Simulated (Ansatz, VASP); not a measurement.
## HfC in VASP and in Ansatz

```
Hf C
1.0
     0.00000    2.32500    2.32500
     2.32500    0.00000    2.32500
     2.32500    2.32500    0.00000
Hf C
1 1
Direct
  0.50000 0.50000 0.50000
  0.00000 0.00000 0.00000
```

Alike in both runs: task single point; functional PBEsol; k mesh 10 × 10 × 10; occupations gaussian, width 0.02 eV; no spin polarisation.

|  | VASP | Ansatz |
| --- | --- | --- |
| version | VASP 6.6.1 | Ansatz 0.2.0 |
| potentials or method | VASP PAW PBE potentials, release 64 (Hf_pv, C), cutoff 600 eV | all-electron LAPW, scalar-relativistic |

|  | VASP | Ansatz | Ansatz less VASP |
| --- | --- | --- | --- |
| gap on the k mesh at the Fermi level (eV) | none | none | - |
| pressure (GPa) | -7.1 | -6.5 | +0.59 |

VASP's potentials were made for PBE, not for PBEsol. A gap of «none» marks a metal or a gap that the smearing closes. Ansatz ran all-electron here, and VASP with PAW potentials.

Neither program's run includes spin-orbit coupling.
